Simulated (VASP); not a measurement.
# HgS (F-43m) in VASP: notebook, part 2 of 2

VASP 6.6.1. The steps go on from the part before.

## Step 3: Single point, BLYP (volume scaled by 0.96)

File INCAR:

```
PREC = Accurate
ENCUT = 500
EDIFF = 1E-6
ISMEAR = 0
SIGMA = 0.05
LREAL = F
LASPH = T
NELM = 120
ALGO = Normal
ISIF = 2
LWAVE = F
LCHARG = F
GGA = B5
ALDAX = 1.0
AGGAX = 1.0
AGGAC = 1.0
ALDAC = 0.0
NBANDS = 16
GGA_COMPAT = F
```

File KPOINTS:

```
Automatic mesh
0
Gamma
  8 8 8
```

File POSCAR:

```
HgS
1.0
    0.0000000000      3.0273553218      3.0273553218
    3.0273553218      0.0000000000      3.0273553218
    3.0273553218      3.0273553218      0.0000000000
Hg S
1 1
Direct
    0.0000000000      0.0000000000      0.0000000000
    0.7500000000      0.7500000000      0.7500000000
```

Potentials or basis: VASP PAW PBE potentials, release 64 (Hg, S).

On the command line:

```
> cat potpaw_PBE.64/Hg/POTCAR potpaw_PBE.64/S/POTCAR > POTCAR
> mpirun -np 1 vasp_std > vasp.out
```

OUTCAR:

```text
PREC = Accurate
   ENCUT = 500
   EDIFF = 1E-6
   ISMEAR = 0
   LREAL = F
   LASPH = T
   NELM = 120
   ISIF = 2
   GGA = B5

 ion  position               nearest neighbor table
   1  0.000  0.000  0.000-   2 2.62   2 2.62   2 2.62   2 2.62
   2  0.750  0.750  0.750-   1 2.62   1 2.62   1 2.62   1 2.62

  LATTYP: Found a face centered cubic cell.
 ALAT       =     6.0547106436

  Lattice vectors:

 A1 = (   0.0000000000,   3.0273553218,   3.0273553218)
 A2 = (   3.0273553218,   0.0000000000,   3.0273553218)
 A3 = (   3.0273553218,   3.0273553218,   0.0000000000)
[... 623 lines left out ...]
      3      -4.7149      2.00000
      4      -4.3248      2.00000
      5      -4.2543      2.00000
      6      -3.8895      2.00000
[... 8 lines left out ...]
     15      13.3992      0.00000
     16      14.1073      0.00000

 [... further k-points ...]
[... 5 lines left out ...]
  --------------------------------------------------------------------------------------
  -------------------------------------------------------------------------------------
  Total        0.7554623      0.7554623      0.7554623      0.0000000      0.0000000     -0.0000000
  in kB       21.8123877     21.8123877     21.8123877      0.0000000      0.0000000     -0.0000000
  external PRESSURE =      21.8123877 kB  Pullay stress =       0.0000000 kB

 VOLUME and BASIS-vectors are now :
 -----------------------------------------------------------------------------
  energy-cutoff  :      500.00
  volume of cell :       55.49
      direct lattice vectors                 reciprocal lattice vectors
     0.000000000  3.027355322  3.027355322    -0.165160659  0.165160659  0.165160659
     3.027355322  0.000000000  3.027355322     0.165160659 -0.165160659  0.165160659
     3.027355322  3.027355322  0.000000000     0.165160659  0.165160659 -0.165160659

 POSITION                                       TOTAL-FORCE (eV/Angst)
 -----------------------------------------------------------------------------------
      0.00000      0.00000      0.00000         0.000000      0.000000     -0.000000
      4.54103      4.54103      4.54103        -0.000000     -0.000000      0.000000
 -----------------------------------------------------------------------------------
    total drift:                                0.000000      0.000000      0.000000

  FREE ENERGIE OF THE ION-ELECTRON SYSTEM (eV)
  ---------------------------------------------------
  free  energy   TOTEN  =        -3.6343314663 eV

  energy  without entropy=       -3.6341804327  energy(sigma->0) =       -3.63425595
```

stdout:

```text
POSCAR found type information on POSCAR HgS
 POSCAR found :  2 types and       2 ions
 scaLAPACK will be used
 -----------------------------------------------------------------------------
|                                                                             |
|                                                                             |
|     You enforced a specific xc type in the INCAR file but a different       |
|     I HOPE YOU KNOW WHAT YOU ARE DOING!                                     |
|                                                                             |
 -----------------------------------------------------------------------------

 LDA part: xc-table for (Slater(with rela. corr.)+VWN5), standard interpolation
 POSCAR, INCAR and KPOINTS ok, starting setup
 FFT: planning ... GRIDC
 FFT: planning ... GRID_SOFT
 FFT: planning ... GRID
 WAVECAR not read
 entering main loop
```

Wall time 51 s (1 thread of Intel Xeon 8259CL, shared host); peak memory 0.18 GiB.

What came out:

```yaml
Free_energy: -3.6343 eV
Pressure: 2.2 GPa
Band_gap_on_the_k_mesh: zero (filled and empty bands touch)
```

Caveat: the PAW data sets were made with another functional, which shifts forces and pressure a little; spin-orbit coupling is left out, which moves the levels of the heavy elements.

## Step 4: Single point, RPBE (volume scaled by 0.98)

File INCAR:

```
ALGO = Normal ; EDIFF = 1E-6
ENCUT = 500 ; GGA = RP
GGA_COMPAT = False ; ISIF = 2
ISMEAR = 0 ; LASPH = True
LCHARG = False ; LREAL = False
LWAVE = False ; NBANDS = 16
NELM = 120 ; PREC = Accurate
SIGMA = 0.05
```

File KPOINTS:

```
k-points
0
Gamma
  8 8 8
```

File POSCAR:

```
HgS
1.0
    0.0000000000      3.0179196277      3.0179196277
    3.0179196277      0.0000000000      3.0179196277
    3.0179196277      3.0179196277      0.0000000000
Hg S
1 1
Direct
    0.0000000000      0.0000000000      0.0000000000
    0.7500000000      0.7500000000      0.7500000000
```

Potentials or basis: VASP PAW PBE potentials, release 64 (Hg, S).

On the command line:

```
> cat potpaw_PBE.64/Hg/POTCAR potpaw_PBE.64/S/POTCAR > POTCAR
> mpirun -np 1 vasp_std > vasp.out
```

OUTCAR:

```text
EDIFF = 1E-6
   ENCUT = 500
   GGA = RP
   ISIF = 2
   ISMEAR = 0
   LASPH = True
   LREAL = False
   NELM = 120
   PREC = Accurate

 ion  position               nearest neighbor table
   1  0.000  0.000  0.000-   2 2.61   2 2.61   2 2.61   2 2.61
   2  0.750  0.750  0.750-   1 2.61   1 2.61   1 2.61   1 2.61

  LATTYP: Found a face centered cubic cell.
 ALAT       =     6.0358392554

  Lattice vectors:

 A1 = (   0.0000000000,   3.0179196277,   3.0179196277)
 A2 = (   3.0179196277,   0.0000000000,   3.0179196277)
 A3 = (   3.0179196277,   3.0179196277,   0.0000000000)

Analysis of symmetry for initial positions (statically):
=====================================================================
 Subroutine PRICEL returns:
 Original cell was already a primitive cell.

 Routine SETGRP: Setting up the symmetry group for a
 face centered cubic supercell.

 Subroutine GETGRP returns: Found 24 space group operations
 (whereof 24 operations were pure point group operations)
 out of a pool of 48 trial point group operations.

The static configuration has the point symmetry T_d .

[... 157 lines left out ...]

  energy without entropy =       -3.86548955  energy(sigma->0) =       -3.86556502

 E-fermi :   1.3587     XC(G=0):  -8.5917

 val. band max:        1.3434278127   @ k =   0.0000   0.0000   0.0000
 cond. band min:       2.1323481242   @ k =   0.1250   0.0000   0.0000
 fundamental gap:      0.7889203114
 Fermi energy:         1.3586749166

 k-point     1 :       0.0000    0.0000    0.0000
  band No.  band energies     occupation
      1     -11.2533      2.00000
      2      -5.2137      2.00000
      3      -5.2137      2.00000
      4      -5.2137      2.00000
      5      -4.4879      2.00000
      6      -4.4879      2.00000
[... 433 lines left out ...]
      3      -4.9344      2.00000
      4      -4.5282      2.00000
      5      -4.4589      2.00000
      6      -4.0811      2.00000
[... 8 lines left out ...]
     15      13.2885      0.00000
     16      13.9085      0.00000

 [... further k-points ...]

------------------------ aborting loop because EDIFF is reached ----------------------------------------

  FORCE on cell =-STRESS in cart. coord.  units (eV):
  Direction    XX          YY          ZZ          XY          YZ          ZX
  --------------------------------------------------------------------------------------
  -------------------------------------------------------------------------------------
  Total        0.3826171      0.3826171      0.3826171     -0.0000000     -0.0000000      0.0000000
  in kB       11.1512098     11.1512098     11.1512098     -0.0000000     -0.0000000      0.0000000
  external PRESSURE =      11.1512098 kB  Pullay stress =       0.0000000 kB

 VOLUME and BASIS-vectors are now :
 -----------------------------------------------------------------------------
  energy-cutoff  :      500.00
  volume of cell :       54.97
      direct lattice vectors                 reciprocal lattice vectors
     0.000000000  3.017919628  3.017919628    -0.165677043  0.165677043  0.165677043
     3.017919628  0.000000000  3.017919628     0.165677043 -0.165677043  0.165677043
     3.017919628  3.017919628  0.000000000     0.165677043  0.165677043 -0.165677043

 POSITION                                       TOTAL-FORCE (eV/Angst)
 -----------------------------------------------------------------------------------
      0.00000      0.00000      0.00000         0.000000      0.000000      0.000000
      4.52688      4.52688      4.52688        -0.000000     -0.000000     -0.000000
 -----------------------------------------------------------------------------------
    total drift:                                0.000000      0.000000      0.000000

  FREE ENERGIE OF THE ION-ELECTRON SYSTEM (eV)
  ---------------------------------------------------
  free  energy   TOTEN  =        -3.8656404970 eV

  energy  without entropy=       -3.8654895492  energy(sigma->0) =       -3.86556502
```

OSZICAR:

```text
N       E                     dE             d eps       ncg     rms          rms(c)
DAV:   1     0.111498565324E+03    0.11150E+03   -0.83987E+03   944   0.974E+02
DAV:   2     0.955572534212E-01   -0.11140E+03   -0.10258E+03  1088   0.237E+02
DAV:   3    -0.428209889662E+01   -0.43777E+01   -0.43643E+01  1200   0.487E+01
DAV:   4    -0.431153173068E+01   -0.29433E-01   -0.29430E-01  1128   0.404E+00
DAV:   5    -0.431196244742E+01   -0.43072E-03   -0.43071E-03  1176   0.474E-01    0.897E+00
DAV:   6    -0.386873941228E+01    0.44322E+00   -0.73957E-01  1392   0.117E+01    0.714E+00
DAV:   7    -0.386480120941E+01    0.39382E-02   -0.16108E-01  1064   0.278E+00    0.342E+00
DAV:   8    -0.386540057730E+01   -0.59937E-03   -0.15733E-02  1072   0.152E+00    0.251E-01
DAV:   9    -0.386537429608E+01    0.26281E-04   -0.17546E-03  1120   0.603E-01    0.675E-02
DAV:  10    -0.386553989442E+01   -0.16560E-03   -0.27149E-04  1144   0.149E-01    0.754E-02
DAV:  11    -0.386564886137E+01   -0.10897E-03   -0.19157E-04  1056   0.116E-01    0.264E-02
DAV:  12    -0.386563960987E+01    0.92515E-05   -0.25671E-05  1144   0.670E-02    0.988E-03
DAV:  13    -0.386564049703E+01   -0.88715E-06   -0.30896E-06  1144   0.111E-02
   1 F= -.38656405E+01 E0= -.38655650E+01  d E =-.150948E-03
```

Run time: 30 s. Hardware: 1 thread of Intel Xeon 8259CL, shared host; peak memory 0.18 GiB.

Results:

* Free energy: -3.8656 eV
* Pressure: 1.1 GPa
* Band gap on the k mesh: zero (filled and empty bands touch)

Levels at points of the mesh, in eV from the Fermi level:
```
           k point  band 5  band 6  band 7  band 8  band 9  band 10  band 11  band 12  band 13  band 14
(0.00, 0.00, 0.00)   -5.85   -5.85   -0.45   -0.02   -0.02    -0.02     6.20     6.20     6.20     9.96
(0.50, 0.00, 0.00)   -5.79   -5.51   -4.84   -0.82   -0.82     1.64     6.88     6.88     6.94    10.43
(0.50, 0.50, 0.00)   -5.72   -5.48   -4.44   -1.95   -1.95     3.13     3.79     8.66     9.92     9.92
```

Caveat: the PAW data sets were made with another functional, which shifts forces and pressure a little; spin-orbit coupling is left out, which moves the levels of the heavy elements.

## Step 5: Overview

```tsv
level	cell	gap on the mesh (eV)	pressure (GPa)
revPBE+D4	a = 4.234 Å, angles 60.0°, 2 atoms	none	-1.7
BLYP	a = 4.281 Å, angles 60.0°, 2 atoms	none	2.2
RPBE	a = 4.268 Å, angles 60.0°, 2 atoms	none	1.1
```

Alike in all rows: task single point; potentials or basis VASP PAW PBE potentials, release 64 (Hg, S); no spin polarisation; k mesh 8 × 8 × 8; cutoff (eV) 500; smearing gaussian 0.05 eV.

Caveats: the PAW data sets were made with another functional, which shifts forces and pressure a little; spin-orbit coupling is left out, which moves the levels of the heavy elements; pairwise dispersion overbinds metals, which lowers pressure and volume (some runs).

Absolute energies hang on the potentials; compare differences alone.
